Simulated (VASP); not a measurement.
Write the native input for VASP 6.6.1 that does the following.

- Task: relaxation of shape and atoms at fixed volume
- Functional: r2SCAN
- Potentials or basis: VASP PAW PBE potentials, release 64 (N)
- Cutoff: 600 eV
- k mesh: 6 × 6 × 4
- Occupations: gaussian, width 0.02 eV
- Spin: no spin polarisation
- Dipole correction: no
- Further INCAR settings: ALGO = Normal; EDIFF = 1e-06; IBRION = 2; EDIFFG = -0.01; NSW = 50; ISIF = 4

Crystal: N.

```
CELL_PARAMETERS angstrom
4.26931 0.00000 0.00000
0.00000 4.26931 0.00000
0.00000 0.00000 5.51247
ATOMIC_POSITIONS crystal
N 0.90860 0.90860 0.00000
N 0.59140 0.40860 0.50000
N 0.09140 0.09140 0.00000
N 0.40860 0.59140 0.50000
```

The input as run:

POSCAR

```
N
1.0
    4.2693093610      0.0000000000      0.0000000000
    0.0000000000      4.2693093610      0.0000000000
    0.0000000000      0.0000000000      5.5124694326
N
4
Direct
    0.9086016705      0.9086016705      0.0000000000
    0.5913983295      0.4086016705      0.5000000000
    0.0913983295      0.0913983295      0.0000000000
    0.4086016705      0.5913983295      0.5000000000
```

INCAR.step1

```
SYSTEM = N
PREC     = Accurate       ! precision mode
ENCUT    = 600            ! plane-wave cutoff, eV
ISMEAR   = 0              ! smearing method
SIGMA    = 0.02           ! smearing width, eV
LREAL    = .FALSE.        ! projectors in reciprocal space
LASPH    = .TRUE.         ! aspherical terms in the spheres
NELM     = 100            ! most SCF steps
GGA      = PE             ! functional
ALGO     = Normal         ! electronic algorithm
EDIFF    = 1E-4           ! SCF threshold, eV
LWAVE    = .TRUE.         ! write WAVECAR
LCHARG   = .FALSE.        ! write CHGCAR
```

INCAR.step2

```
SYSTEM = N
PREC     = Accurate       ! precision mode
ENCUT    = 600            ! plane-wave cutoff, eV
EDIFF    = 1E-6           ! SCF threshold, eV
ISMEAR   = 0              ! smearing method
SIGMA    = 0.02           ! smearing width, eV
LREAL    = .FALSE.        ! projectors in reciprocal space
LASPH    = .TRUE.         ! aspherical terms in the spheres
NELM     = 100            ! most SCF steps
ALGO     = Normal         ! electronic algorithm
ISIF     = 4              ! what is computed and relaxed
LWAVE    = .FALSE.        ! write WAVECAR
LCHARG   = .FALSE.        ! write CHGCAR
METAGGA  = R2SCAN         ! meta-GGA
LMIXTAU  = .TRUE.       
IBRION   = 2              ! ionic algorithm
NSW      = 50             ! ionic steps
EDIFFG   = -0.01          ! ionic threshold
ISTART   = 1
```

KPOINTS

```
Automatic mesh
0
G
  6 6 4
  0 0 0
```

Potentials or basis: VASP PAW PBE potentials, release 64 (N).

Command:

```sh
$ cat potpaw_PBE.64/N/POTCAR > POTCAR
$ cp INCAR.step1 INCAR
$ mpirun -np 1 vasp_std > vasp.out
$ cp INCAR.step2 INCAR
$ mpirun -np 1 vasp_std > vasp.out
```

Results of the run:

* Energy gained by relaxing: 0.2 meV/atom
* Ionic steps: 3
* Pressure after relaxing: -0.2 GPa
* Largest force after relaxing: 0.009 eV/Å
* Band gap on the k mesh: 7.81 eV (least direct gap 7.93 eV)

Caveat: the standard files for N, O and F lose accuracy on very short bonds; the PAW data sets were made with another functional, which shifts forces and pressure a little.

It took 3 min on 1 thread of Intel(R) Xeon(R) 6975P-C (Granite Rapids), with other jobs on the host, peak memory 0.26 GiB.
